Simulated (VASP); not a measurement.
Mg, 17 atoms in the cell. The cell holds a slab with vacuum, 17 atoms: a = 6.420 Å, b = 6.420 Å, c = 19.820 Å, α = 90.00°, β = 90.00°, γ = 60.00°. 

```yaml
Program: VASP 6.6.1
Task: single point
Functional: PBE
Potentials_or_basis: VASP PAW PBE potentials, release 64 (Mg)
Cutoff: 520 eV
k_mesh: 3 × 3 × 1
Occupations: gaussian, width 0.15 eV
Spin: no spin polarisation
Dipole_correction: no
Further_INCAR_settings: LREAL = Auto; ALGO = Normal; EDIFF = 1e-06; NBANDS = 31
```

Potentials or basis: VASP PAW PBE potentials, release 64 (Mg).

Run with:

```sh
$ cat potpaw_PBE.64/Mg/POTCAR > POTCAR
$ mpirun -np 1 vasp_std > vasp.out
```

Hardware: 1 thread of Intel(R) Xeon(R) 6975P-C (Granite Rapids), on a shared host.

**Question.** Estimate the wall time of this run.

**Answer.** It took 120 s on 1 thread of Intel(R) Xeon(R) 6975P-C (Granite Rapids), on a shared host, peak memory 0.64 GiB. Counts: scf iterations 18, k points 5.
